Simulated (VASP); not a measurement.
A run of VASP 6.6.1:

File INCAR:

```
  ALGO = Normal
  EDIFF = 1E-6
  ENCUT = 600
  GGA = PS
  GGA_COMPAT = F
  ISIF = 2
  ISMEAR = -1
  IVDW = 13
  LASPH = T
  LCHARG = F
  LREAL = F
  LWAVE = F
  NBANDS = 16
  NELM = 120
  PREC = Accurate
  SIGMA = 0.1
```

File KPOINTS:

```
k-points
0
Gamma
  9 9 9
```

POSCAR

```
WC
1.0
    0.0000000000      2.1926840000      2.1926840000
    2.1926840000      0.0000000000      2.1926840000
    2.1926840000      2.1926840000      0.0000000000
W C
1 1
Direct
    0.0000000000      0.0000000000      0.0000000000
    0.5000000000      0.5000000000      0.5000000000
```

Potentials or basis: VASP PAW PBE potentials, release 64 (W_sv, C).

Command:

```bash
$ cat potpaw_PBE.64/W_sv/POTCAR potpaw_PBE.64/C/POTCAR > POTCAR
$ mpirun -np 1 vasp_std > vasp.out
```

Hardware: 1 thread of Intel(R) Xeon(R) Platinum 8375C CPU @ 2.90GHz (Ice Lake), on a shared host.

Estimate the wall time of this run.

Run time: 17 s on 1 thread of Intel(R) Xeon(R) Platinum 8375C CPU @ 2.90GHz (Ice Lake), on a shared host, peak memory 0.17 GiB. Counts: scf iterations 12, k points 35.
